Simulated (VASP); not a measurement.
Here is a VASP 6.6.1 calculation.

Contents of INCAR:

```
ALGO     = Normal         # electronic algorithm
EDIFF    = 1E-7           # SCF threshold, eV
ENCUT    = 520            # plane-wave cutoff, eV
GGA      = PE             # functional
ISIF     = 2              # what is computed and relaxed
ISMEAR   = 0              # smearing method
LASPH    = T              # aspherical terms in the spheres
LCHARG   = F              # write CHGCAR
LREAL    = F              # projectors in reciprocal space
LWAVE    = F              # write WAVECAR
NBANDS   = 52             # bands
NELM     = 80             # most SCF steps
PREC     = Accurate       # precision mode
SIGMA    = 0.2            # smearing width, eV
```

Contents of KPOINTS:

```
k-points
0
Gamma
  4 4 4
```

POSCAR

```
ZnInC6N6
1.0
    0.0000000000      5.5305801627      5.5305801627
    5.5305801627      0.0000000000      5.5305801627
    5.5305801627      5.5305801627      0.0000000000
Zn In C N
1 1 6 6
Direct
    0.0000000000      0.0000000000      1.0000000000
    0.5000000000      0.5000000000      0.5000000000
    0.8059396323      0.1940603677      0.1940603677
    0.1940603677      0.8059396323      0.1940603677
    0.1940603677      0.1940603677      0.8059396323
    0.1940603677      0.8059396323      0.8059396323
    0.8059396323      0.1940603677      0.8059396323
    0.8059396323      0.8059396323      0.1940603677
    0.7006487255      0.2993512745      0.2993512745
    0.2993512745      0.7006487255      0.2993512745
    0.2993512745      0.2993512745      0.7006487255
    0.2993512745      0.7006487255      0.7006487255
    0.7006487255      0.2993512745      0.7006487255
    0.7006487255      0.7006487255      0.2993512745
```

Potentials or basis: VASP PAW PBE potentials, release 64 (Zn, In_d, C, N).

Command:

```bash
$ cat potpaw_PBE.64/Zn/POTCAR potpaw_PBE.64/In_d/POTCAR potpaw_PBE.64/C/POTCAR potpaw_PBE.64/N/POTCAR > POTCAR
$ mpirun -np 1 vasp_std > vasp.out
```

Problem. What does it give for the band gap on the k mesh?

Solution. Zero (an odd number of electrons rules out a gap without spin polarisation).

Problem. Predict the largest force.

Solution. 0.388 eV/Å.

Forces on the atoms (eV/Å):
```
Zn   0.000  0.000  0.000
In   0.000  0.000  0.000
C   -0.388  0.000  0.000
C    0.000 -0.388  0.000
C    0.000  0.000 -0.388
C    0.388  0.000  0.000
C    0.000  0.388  0.000
C    0.000  0.000  0.388
N    0.388  0.000  0.000
N    0.000  0.388  0.000
N    0.000  0.000  0.388
N   -0.388  0.000  0.000
N    0.000 -0.388  0.000
N    0.000  0.000 -0.388
```

Caveat: spin-orbit coupling is left out, which moves the levels of the heavy elements.
